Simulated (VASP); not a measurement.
The system is BAs.

```
B As
1.0
     0.00000    2.36794    2.36794
     2.36794    0.00000    2.36794
     2.36794    2.36794    0.00000
B As
1 1
Direct
  0.00000 0.00000 0.00000
  0.75000 0.75000 0.75000
```

This cell differs from its parent crystal: volume scaled by 0.980.

Base run:

- Program: VASP 6.6.1
- Functional: PBEsol
- Potentials or basis: VASP PAW PBE potentials, release 64 (B, As_d)
- Cutoff: 600 eV
- k mesh: 12 × 12 × 12
- Occupations: gaussian, width 0.05 eV
- Spin: no spin polarisation

Its results: band gap on the k mesh 1.07 eV, indirect (least direct gap 3.28 eV); pressure 2.8 GPa.

Task: The run is repeated on the same cell with these changes: potentials or basis from VASP PAW PBE potentials, release 64 (B, As_d) to VASP PAW PBE potentials, release 64 (B, As); cutoff from 600 eV to 520 eV; further incar settings from ALGO = Normal; EDIFF = 1e-06; NBANDS = 16 to ALGO = Normal; EDIFF = 1e-06; NBANDS = 11; valence electrons from 18 to 8. What comes out?

Result: Band gap on the k mesh 1.05 eV, indirect (least direct gap 3.27 eV); pressure 3.9 GPa.

Caveats: the PAW data sets were made with another functional, which shifts forces and pressure a little.

A k mesh can miss the band edges.
